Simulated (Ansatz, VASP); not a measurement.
**AgCl in VASP and in Ansatz**

Contents of INCAR:

```
SYSTEM = AgCl
  PREC = Accurate
  ENCUT = 520
  EDIFF = 1E-7
  ISMEAR = 0
  SIGMA = 0.01
  LREAL = .FALSE.
  LASPH = .TRUE.
  NELM = 100
  ALGO = Normal
  ISIF = 2
  LWAVE = .FALSE.
  LCHARG = .FALSE.
  GGA = CA
  NBANDS = 16
```

The input KPOINTS:

```
Automatic mesh
0
G
  8 8 8
  0 0 0
```

File POSCAR:

```
AgCl
1.0
    0.0000000000      2.9932645783      2.9932645783
    2.9932645783      0.0000000000      2.9932645783
    2.9932645783      2.9932645783      0.0000000000
Ag Cl
1 1
Direct
    0.0000000000      0.0000000000      0.0000000000
    0.2500000000      0.2500000000      0.2500000000
```

Input for Ansatz:

```yaml
crystal:
  lattice:
    - [0.0, 2.9932645783, 2.9932645783]
    - [2.9932645783, 0.0, 2.9932645783]
    - [2.9932645783, 2.9932645783, 0.0]
  atoms:
    - { symbol: Ag, position: [0.0, 0.0, 0.0] }
    - { symbol: Cl, position: [0.25, 0.25, 0.25] }
kpoints:
  mp_grid: { grid: [8, 8, 8] }
  band_path:
    path:
      - [0.0, 0.0, 0.0]
      - [-0.5, -0.5, 0.0]
      - [-0.375, -0.375, 0.25]
      - [-0.375, 0.0, 0.375]
      - [0.0, 0.0, 0.5]
      - [-0.5, -0.25, 0.25]
    npoints: 1
hamiltonian:
  xc: lda
scf:
  occupations: { method: fixed }
  n_extra_bands: 4
output:
  forces: true
  stress: true
  eigenvalues: true
  write_density: true
  write_potential: true
  elf: true
  volumetric_format: npy
```

Alike in both runs: task single point; functional LDA; k mesh 8 × 8 × 8; no spin polarisation.

|  | VASP | Ansatz |
| --- | --- | --- |
| version | VASP 6.6.1 | Ansatz 0.2.0 |
| potentials or method | VASP PAW LDA potentials, release 64 (Ag, Cl) | plane waves, PAW |
| plane-wave cutoff (eV) | 520 | 420 |
| occupations | gaussian, width 0.01 eV | fixed |
| valence electrons in the cell | 18 | 26 |

VASP gave:

```
gap on the k mesh at the Fermi level (eV) : 0.97
pressure (GPa)                            : -4.0
```

**Question.** Estimate Ansatz's values.

**Answer.** gap on the k mesh at the Fermi level (eV): 0.94; pressure (GPa): -4.0.

LDA's correlation is that of Perdew and Zunger in VASP and of Perdew and Wang (1992) in Ansatz. VASP's potentials hold 18 valence electrons a cell and Ansatz's 26, so a difference there can come from the potentials and not from the codes.
